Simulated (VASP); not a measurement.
**NbSi (rocksalt type): electric field gradients with PBE**

The system is NbSi (rocksalt type).

```
Nb Si
1.0
     0.00000    2.55638    2.55638
     2.55638    0.00000    2.55638
     2.55638    2.55638    0.00000
Nb Si
1 1
Direct
  0.00000 0.00000 0.00000
  0.50000 0.50000 0.50000
```

* Program: VASP 6.6.1
* Task: electric field gradients
* Functional: PBE
* Potentials or basis: VASP PAW PBE potentials, release 64 (Nb_sv, Si)
* Cutoff: 520 eV
* k mesh: 14 × 14 × 14
* Occupations: fermi-dirac, width 0.05 eV
* Spin: no spin polarisation
* Dipole correction: no
* Further INCAR settings: ALGO = Normal; EDIFF = 1e-08; NBANDS = 16

* Pressure: 3.0 GPa
* Band gap on the k mesh: zero (an odd number of electrons rules out a gap without spin polarisation)
* Largest electric field gradient by atom: zero within the noise of the run

Levels at points of the mesh, in eV from the Fermi level:
```
           k point  band 5  band 6  band 7  band 8  band 9  band 10  band 11  band 12
(0.00, 0.00, 0.00)  -10.82   -1.33   -1.33   -1.33   -0.77    -0.77     2.42     2.42
(0.50, 0.00, 0.00)   -7.29   -6.05   -3.30   -3.30    1.29     1.29     2.57     4.34
(0.50, 0.50, 0.00)   -8.54   -3.57   -3.31    0.01    0.01     0.32     1.98     1.98
```

Wall time 100 s on 1 thread of Intel Xeon 8259CL, with other jobs on the host, peak memory 0.2 GiB.
